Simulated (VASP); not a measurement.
# CrGaPd3 (Pm-3m) in VASP: notebook, part 2 of 2

VASP 6.6.1. The steps go on from the part before.

## Step 4: Single point, PBE

Contents of INCAR:

```
PREC = Accurate
ENCUT = 520
EDIFF = 1E-6
ISMEAR = 0
SIGMA = 0.1
LREAL = F
LASPH = T
NELM = 100
ALGO = Fast
ISIF = 2
LWAVE = F
LCHARG = F
GGA = PE
NBANDS = 36
```

Contents of KPOINTS:

```
regular mesh
0
Gamma
  8 8 8
```

Contents of POSCAR:

```
CrGaPd3
1.0
    4.5912053381      0.0000000000      0.0000000000
    0.0000000000      4.5912053381      0.0000000000
    0.0000000000      0.0000000000      4.5912053381
Cr Ga Pd
1 1 3
Direct
    0.5000000000      0.5000000000      0.5000000000
    0.0000000000      0.0000000000      0.0000000000
    0.0000000000      0.5000000000      0.5000000000
    0.5000000000      0.0000000000      0.5000000000
    0.5000000000      0.5000000000      0.0000000000
```

Potentials or basis: VASP PAW PBE potentials, release 64 (Cr_pv, Ga_d, Pd).

Launch:

```sh
$ cat potpaw_PBE.64/Cr_pv/POTCAR potpaw_PBE.64/Ga_d/POTCAR potpaw_PBE.64/Pd/POTCAR > POTCAR
$ mpirun -np 1 vasp_std > vasp.out
```

OUTCAR:

```text
PREC = Accurate
   ENCUT = 520
   EDIFF = 1E-6
   ISMEAR = 0
   LREAL = F
   LASPH = T
   NELM = 100
   ISIF = 2
   GGA = PE

 ion  position               nearest neighbor table
   1  0.500  0.500  0.500-   3 2.30   4 2.30   5 2.30   5 2.30   4 2.30   3 2.30
   2  0.000  0.000  0.000-
   3  0.000  0.500  0.500-   1 2.30   1 2.30   5 3.25   5 3.25   4 3.25   4 3.25   4 3.25   5 3.25
                             5 3.25   4 3.25
   4  0.500  0.000  0.500-   1 2.30   1 2.30   5 3.25   5 3.25   3 3.25   3 3.25   5 3.25   5 3.25
[... 1144 lines left out ...]
  --------------------------------------------------------------------------------------
  -------------------------------------------------------------------------------------
  Total       -0.0210757     -0.0210757     -0.0210757      0.0000000      0.0000000      0.0000000
  in kB       -0.3489087     -0.3489087     -0.3489087      0.0000000      0.0000000      0.0000000
  external PRESSURE =      -0.3489087 kB  Pullay stress =       0.0000000 kB

 VOLUME and BASIS-vectors are now :
 -----------------------------------------------------------------------------
  energy-cutoff  :      520.00
  volume of cell :       96.78
      direct lattice vectors                 reciprocal lattice vectors
     4.591205338  0.000000000  0.000000000     0.217807727  0.000000000  0.000000000
     0.000000000  4.591205338  0.000000000     0.000000000  0.217807727  0.000000000
     0.000000000  0.000000000  4.591205338     0.000000000  0.000000000  0.217807727

 POSITION                                       TOTAL-FORCE (eV/Angst)
 -----------------------------------------------------------------------------------
      2.29560      2.29560      2.29560         0.000000      0.000000      0.000000
      0.00000      0.00000      0.00000         0.000000      0.000000      0.000000
      0.00000      2.29560      2.29560         0.000000      0.000000      0.000000
      2.29560      0.00000      2.29560         0.000000      0.000000      0.000000
      2.29560      2.29560      0.00000         0.000000      0.000000      0.000000
 -----------------------------------------------------------------------------------
    total drift:                                0.000000      0.000000      0.000000

  FREE ENERGIE OF THE ION-ELECTRON SYSTEM (eV)
  ---------------------------------------------------
  free  energy   TOTEN  =       -24.1767439251 eV

  energy  without entropy=      -24.1540786926  energy(sigma->0) =      -24.16541131
```

stdout:

```text
POSCAR found type information on POSCAR CrGaPd
 POSCAR found :  3 types and       5 ions
 scaLAPACK will be used
 LDA part: xc-table for (Slater+PW92), standard interpolation
 POSCAR, INCAR and KPOINTS ok, starting setup
 FFT: planning ... GRIDC
 FFT: planning ... GRID_SOFT
 FFT: planning ... GRID
 WAVECAR not read
 entering main loop
WARNING in EDDRMM: call to ZHEGV failed, returncode =   8  4     36
```

It took 78 s on 1 thread of AMD EPYC 9R45 (Zen 5), shared host; peak memory 0.25 GiB.

What came out:

```yaml
Free_energy: -24.1767 eV
Pressure: 0.0 GPa
Band_gap_on_the_k_mesh: zero (an odd number of electrons rules out a gap without spin polarisation)
```

Caveat: the run has no spin polarisation, though such a crystal can be magnetic.

## Step 5: Single point, PBE, collinear spin, ferromagnetic start

This run uses another cell than the first one, of 13.66 Å³/atom.

Contents of INCAR:

```
  PREC = Accurate
  ENCUT = 520
  EDIFF = 1E-6
  ISMEAR = 0
  SIGMA = 0.1
  LREAL = False
  LASPH = True
  NELM = 150
  ALGO = Normal
  ISIF = 2
  LWAVE = False
  LCHARG = False
  ISPIN = 2
  MAGMOM = 3 0 0 0 0
  LORBIT = 11
  LMAXMIX = 4
  GGA = PE
  NBANDS = 40
```

Contents of KPOINTS:

```
Automatic mesh
0
Gamma
  4 4 4
```

POSCAR: that of step 4 with these lines changed.

```diff
@@ -2,5 +2,5 @@
 1.0
-    4.5912053381      0.0000000000      0.0000000000
-    0.0000000000      4.5912053381      0.0000000000
-    0.0000000000      0.0000000000      4.5912053381
+    4.0874514762      0.0000000000      0.0000000000
+    0.0000000000      4.0874514762      0.0000000000
+    0.0000000000      0.0000000000      4.0874514762
 Cr Ga Pd
```

Launch:

```sh
$ cat potpaw_PBE.64/Cr_pv/POTCAR potpaw_PBE.64/Ga_d/POTCAR potpaw_PBE.64/Pd/POTCAR > POTCAR
$ mpirun -np 1 vasp_std > vasp.out
```

Run time: 23 s. Hardware: 1 thread of AMD EPYC 9R45 (Zen 5), shared host; peak memory 0.18 GiB.

The run converged. Its results:

```
Free energy                                           : -19.6158 eV
Pressure                                              : 74.1 GPa
Net moment                                            : 0.00 μB per cell
Valence electrons inside the program's atomic spheres : Cr 12.27; Ga 11.53; Pd 10.00
```

Levels at points of the mesh, in eV from the Fermi level:
Spin up:
```tsv
k point	band 24	band 25	band 26	band 27	band 28	band 29	band 30	band 31
(0.00, 0.00, 0.00)	-2.10	-0.69	-0.69	-0.69	1.69	1.69	1.85	1.85
(0.50, 0.00, 0.00)	-3.09	-2.65	-0.27	0.91	0.91	1.57	1.84	2.30
(0.50, 0.50, 0.00)	-2.79	-2.45	-1.75	-1.14	-1.11	-1.11	0.42	0.86
(0.50, 0.50, 0.50)	-2.51	-2.51	-2.51	-1.40	-1.40	-0.48	-0.42	-0.05
```
Spin down:
```tsv
k point	band 24	band 25	band 26	band 27	band 28	band 29	band 30	band 31
(0.00, 0.00, 0.00)	-2.10	-0.69	-0.69	-0.69	1.69	1.69	1.85	1.85
(0.50, 0.00, 0.00)	-3.09	-2.65	-0.27	0.91	0.91	1.57	1.84	2.30
(0.50, 0.50, 0.00)	-2.79	-2.45	-1.75	-1.14	-1.11	-1.11	0.42	0.86
(0.50, 0.50, 0.50)	-2.51	-2.51	-2.51	-1.40	-1.40	-0.48	-0.42	-0.05
```

Caveat: the k points lie up to 0.38 Å⁻¹ apart.

## Step 6: Relaxation of cell and atoms, PBE

Contents of INCAR:

```
  PREC = Accurate
  ENCUT = 600
  EDIFF = 1E-7
  ISMEAR = 0
  SIGMA = 0.1
  LREAL = F
  LASPH = T
  NELM = 100
  ALGO = Fast
  ISIF = 3
  LWAVE = F
  LCHARG = F
  GGA = PE
  IBRION = 2
  NSW = 100
  EDIFFG = -0.01
```

Contents of KPOINTS:

```
Automatic mesh
0
Gamma
  8 8 8
```

POSCAR: that of step 5 with these lines changed.

```diff
@@ -2,5 +2,5 @@
 1.0
-    4.0874514762      0.0000000000      0.0000000000
-    0.0000000000      4.0874514762      0.0000000000
-    0.0000000000      0.0000000000      4.0874514762
+    4.5894088397      0.0000000000      0.0000000000
+    0.0000000000      4.5894088397      0.0000000000
+    0.0000000000      0.0000000000      4.5894088397
 Cr Ga Pd
```

Potentials or basis: VASP PAW PBE potentials, release 64 (Cr_pv, Ga_d, Pd).

Launch:

```sh
$ cat potpaw_PBE.64/Cr_pv/POTCAR potpaw_PBE.64/Ga_d/POTCAR potpaw_PBE.64/Pd/POTCAR > POTCAR
$ mpirun -np 1 vasp_std > vasp.out
```

OUTCAR:

```text
PREC = Accurate
   ENCUT = 600
   EDIFF = 1E-7
   ISMEAR = 0
   LREAL = F
   LASPH = T
   NELM = 100
   ISIF = 3
   GGA = PE
   IBRION = 2
   NSW = 100
   EDIFFG = -0.01

 ion  position               nearest neighbor table
   1  0.500  0.500  0.500-   3 2.29   4 2.29   5 2.29   5 2.29   4 2.29   3 2.29
   2  0.000  0.000  0.000-
   3  0.000  0.500  0.500-   1 2.29   1 2.29   5 3.25   5 3.25   4 3.25   4 3.25   4 3.25   5 3.25
                             5 3.25   4 3.25
   4  0.500  0.000  0.500-   1 2.29   1 2.29   5 3.25   5 3.25   3 3.25   3 3.25   5 3.25   5 3.25
                             3 3.25   3 3.25
   5  0.500  0.500  0.000-   1 2.29   1 2.29   4 3.25   3 3.25   3 3.25   4 3.25   4 3.25   4 3.25
                             3 3.25   3 3.25

  LATTYP: Found a simple cubic cell.
 ALAT       =     4.5894088397

  Lattice vectors:

 A1 = (   4.5894088397,   0.0000000000,   0.0000000000)
 A2 = (   0.0000000000,   4.5894088397,   0.0000000000)
 A3 = (   0.0000000000,   0.0000000000,   4.5894088397)

Analysis of symmetry for initial positions (statically):
=====================================================================
 Subroutine PRICEL returns:
 Original cell was already a primitive cell.

 Routine SETGRP: Setting up the symmetry group for a
 simple cubic supercell.

 Subroutine GETGRP returns: Found 48 space group operations
 (whereof 48 operations were pure point group operations)
 out of a pool of 48 trial point group operations.

The static configuration has the point symmetry O_h .

Analysis of symmetry for dynamics (positions and initial velocities):
=====================================================================
 Subroutine PRICEL returns:
 Original cell was already a primitive cell.

 Routine SETGRP: Setting up the symmetry group for a
 simple cubic supercell.

 Subroutine GETGRP returns: Found 48 space group operations
 (whereof 48 operations were pure point group operations)
 out of a pool of 48 trial point group operations.

The dynamic configuration has the point symmetry O_h .

 Subroutine INISYM returns: Found 48 space group operations
 (whereof 48 operations are pure point group operations),
 and found     1 'primitive' translations

----------------------------------------------------------------------------------------

                                     Primitive cell

  volume of cell :      96.6652

  direct lattice vectors                    reciprocal lattice vectors
     4.589408840  0.000000000  0.000000000     0.217892987  0.000000000  0.000000000
     0.000000000  4.589408840  0.000000000     0.000000000  0.217892987  0.000000000
     0.000000000  0.000000000  4.589408840     0.000000000  0.000000000  0.217892987

  length of vectors
     4.589408840  4.589408840  4.589408840     0.217892987  0.217892987  0.217892987
[... 117 lines left out ...]
   LRPA    =     F    only Hartree local field effects (RPA)
 conjugate gradient relaxation of ions
 non-spin polarized calculation
 RMM-DIIS sequential band-by-band and
 Gauss-broadening in eV      SIGMA  =   0.10
  energy-cutoff  :      600.00
  volume of cell :       96.67
 maximum number of plane-waves:      3242
 NGX is ok and might be reduce to    40
   NGX = 19   NGY = 19   NGZ = 19

--------------------------------------- Ionic step        1  -------------------------------------------

 number of electron      54.9999997 magnetization

 Free energy of the ion-electron system (eV)
  ---------------------------------------------------
  ext. energy  EPLUGINS =         0.00000000
  ---------------------------------------------------
  free energy    TOTEN  =       -24.17589135 eV

  energy without entropy =      -24.15328734  energy(sigma->0) =      -24.16458935

------------------------ aborting loop because EDIFF is reached ----------------------------------------

  FORCE on cell =-STRESS in cart. coord.  units (eV):
  Direction    XX          YY          ZZ          XY          YZ          ZX
  --------------------------------------------------------------------------------------
  -------------------------------------------------------------------------------------
  Total        0.0507622      0.0507622      0.0507622     -0.0000000      0.0000000     -0.0000000
  in kB        0.8413576      0.8413576      0.8413576     -0.0000000      0.0000000     -0.0000000
  external PRESSURE =       0.8413576 kB  Pullay stress =       0.0000000 kB

 VOLUME and BASIS-vectors are now :
 -----------------------------------------------------------------------------
  energy-cutoff  :      600.00
  volume of cell :       96.67
      direct lattice vectors                 reciprocal lattice vectors
     4.589408840  0.000000000  0.000000000     0.217892987  0.000000000  0.000000000
     0.000000000  4.589408840  0.000000000     0.000000000  0.217892987  0.000000000
     0.000000000  0.000000000  4.589408840     0.000000000  0.000000000  0.217892987

 POSITION                                       TOTAL-FORCE (eV/Angst)
 -----------------------------------------------------------------------------------
      2.29470      2.29470      2.29470         0.000000      0.000000      0.000000
      0.00000      0.00000      0.00000         0.000000      0.000000      0.000000
      0.00000      2.29470      2.29470         0.000000      0.000000      0.000000
      2.29470      0.00000      2.29470         0.000000      0.000000      0.000000
      2.29470      2.29470      0.00000         0.000000      0.000000      0.000000
 -----------------------------------------------------------------------------------
    total drift:                               -0.000000      0.000000     -0.000000

  FREE ENERGIE OF THE ION-ELECTRON SYSTEM (eV)
  ---------------------------------------------------
  free  energy   TOTEN  =       -24.1758913539 eV

  energy  without entropy=      -24.1532873391  energy(sigma->0) =      -24.16458935

--------------------------------------- Ionic step        2  -------------------------------------------

 number of electron      54.9999998 magnetization

 Free energy of the ion-electron system (eV)
  ---------------------------------------------------
  ext. energy  EPLUGINS =         0.00000000
  ---------------------------------------------------
  free energy    TOTEN  =       -24.17587663 eV

  energy without entropy =      -24.15319116  energy(sigma->0) =      -24.16453389

 E-fermi :   6.2601     XC(G=0): -11.1065

 val. band max:        6.2381338437   @ k =   0.5000   0.2500   0.2500
 cond. band min:       6.3159513492   @ k =   0.3750   0.3750   0.1250
 fundamental gap:      0.0778175055
 Fermi energy:         6.2601068104

 k-point     1 :       0.0000    0.0000    0.0000
  band No.  band energies     occupation
      1     -37.1520      2.00000
      2     -37.1520      2.00000
      3     -37.1520      2.00000
      4      -8.3631      2.00000
      5      -8.3631      2.00000
      6      -8.3609      2.00000
[... 853 lines left out ...]
     32       6.8837      0.00000
     33       8.9457      0.00000

 [... further k-points ...]
[... 5 lines left out ...]
  --------------------------------------------------------------------------------------
  -------------------------------------------------------------------------------------
  Total       -0.0485319     -0.0485319     -0.0485319     -0.0000000      0.0000000      0.0000000
  in kB       -0.8032117     -0.8032117     -0.8032117     -0.0000000      0.0000000      0.0000000
  external PRESSURE =      -0.8032117 kB  Pullay stress =       0.0000000 kB

 VOLUME and BASIS-vectors are now :
 -----------------------------------------------------------------------------
  energy-cutoff  :      600.00
  volume of cell :       96.81
      direct lattice vectors                 reciprocal lattice vectors
     4.591656643 -0.000000000 -0.000000000     0.217786319  0.000000000 -0.000000000
    -0.000000000  4.591656643 -0.000000000     0.000000000  0.217786319 -0.000000000
     0.000000000  0.000000000  4.591656643     0.000000000  0.000000000  0.217786319

 POSITION                                       TOTAL-FORCE (eV/Angst)
 -----------------------------------------------------------------------------------
      2.29583      2.29583      2.29583        -0.000000      0.000000      0.000000
      0.00000      0.00000      0.00000        -0.000000     -0.000000     -0.000000
      0.00000      2.29583      2.29583         0.000000      0.000000     -0.000000
      2.29583      0.00000      2.29583         0.000000      0.000000     -0.000000
      2.29583      2.29583     -0.00000         0.000000      0.000000     -0.000000
 -----------------------------------------------------------------------------------
    total drift:                               -0.000000      0.000000     -0.000000

  FREE ENERGIE OF THE ION-ELECTRON SYSTEM (eV)
  ---------------------------------------------------
  free  energy   TOTEN  =       -24.1758766256 eV

  energy  without entropy=      -24.1531911615  energy(sigma->0) =      -24.16453389

 reached required accuracy - stopping structural energy minimisation
```

OSZICAR:

```text
N       E                     dE             d eps       ncg     rms          rms(c)
DAV:   1     0.543753511131E+03    0.54375E+03   -0.30028E+04  2511   0.235E+03
[... 36 lines left out ...]
RMM:   5    -0.241758760182E+02    0.24613E-04   -0.15166E-04  2822   0.618E-02    0.103E-02
RMM:   6    -0.241758757012E+02    0.31694E-06   -0.38162E-05  3062   0.325E-02    0.578E-03
RMM:   7    -0.241758756591E+02    0.42105E-07   -0.10482E-05  2745   0.193E-02    0.313E-03
RMM:   8    -0.241758761345E+02   -0.47532E-06   -0.36804E-06  2675   0.756E-03    0.113E-03
RMM:   9    -0.241758764578E+02   -0.32331E-06   -0.12644E-06  2030   0.469E-03    0.588E-04
RMM:  10    -0.241758766408E+02   -0.18298E-06   -0.53651E-07  1583   0.283E-03    0.216E-04
RMM:  11    -0.241758766256E+02    0.15141E-07   -0.25201E-07  1438   0.212E-03
   2 F= -.24175877E+02 E0= -.24164534E+02  d E =0.147282E-04
```

CONTCAR:

```text
CrGaPd3
   1.00000000000000
     4.5916566425659804   -0.0000000000000000   -0.0000000000000000
    -0.0000000000000000    4.5916566425659804   -0.0000000000000000
     0.0000000000000000    0.0000000000000000    4.5916566425659804
  Cr              Ga              Pd
     1     1     3
Direct
     0.5000000000000000    0.5000000000000000    0.5000000000000000
     0.0000000000000000    0.0000000000000000    0.0000000000000000
     0.0000000000000000    0.5000000000000000    0.5000000000000000
     0.5000000000000000    0.0000000000000000    0.5000000000000000
     0.5000000000000000    0.5000000000000000    0.0000000000000000

  0.00000000E+00  0.00000000E+00  0.00000000E+00
  0.00000000E+00  0.00000000E+00  0.00000000E+00
  0.00000000E+00  0.00000000E+00  0.00000000E+00
  0.00000000E+00  0.00000000E+00  0.00000000E+00
  0.00000000E+00  0.00000000E+00  0.00000000E+00
```

Run time: 3.5 min. Hardware: 1 thread of AMD EPYC 9R45 (Zen 5), shared host; peak memory 0.31 GiB.

Results:

```
Free energy                           : -24.1759 eV
Relaxed volume                        : 19.36 Å³/atom
Relaxed cell                          : a = 4.592 Å, b = 4.592 Å, c = 4.592 Å, α = 90.00°, β = 90.00°, γ = 90.00°
Space group after relaxing (to 0.1 Å) : Pm-3m (No. 221)
Ionic steps                           : 2
Pressure after relaxing               : -0.1 GPa
Band gap on the k mesh                : zero (an odd number of electrons rules out a gap without spin polarisation)
```

Final structure:
```
Cr Ga Pd
1.0
     4.59166    0.00000    0.00000
     0.00000    4.59166    0.00000
     0.00000    0.00000    4.59166
Cr Ga Pd
1 1 3
Direct
  0.50000 0.50000 0.50000
  0.00000 0.00000 0.00000
  0.00000 0.50000 0.50000
  0.50000 0.00000 0.50000
  0.50000 0.50000 0.00000
```

Caveat: the run has no spin polarisation, though such a crystal can be magnetic. Spin polarisation is off, so any magnetic state and its effect on volume and gap are missing.

## Step 7: Overview

```csv
task,cell,k mesh,cutoff (eV),gap on the mesh (eV),pressure (GPa),relaxed volume (Å³/atom)
single point,"a = 4.589 Å, 5 atoms",4 × 4 × 4,520,none,0.0,-
relaxation of cell and atoms,"relaxed from a = 4.087 Å, 5 atoms",4 × 4 × 4,600,none,0.1,19.29
single point,"a = 4.591 Å, 5 atoms",8 × 8 × 8,520,none,0.0,-
relaxation of cell and atoms,"relaxed from a = 4.589 Å, 5 atoms",8 × 8 × 8,600,none,-0.1,19.36
```

Alike in all rows: level PBE; potentials or basis VASP PAW PBE potentials, release 64 (Cr_pv, Ga_d, Pd); no spin polarisation; smearing gaussian 0.1 eV.

Caveats: some runs use coarse meshes; the run has no spin polarisation, though such a crystal can be magnetic; the volume moved by over 15 % at a fixed basis, so the end points are rough (at least some runs).

Total energies depend on the potentials used, so only differences within one code and one set of settings carry meaning.
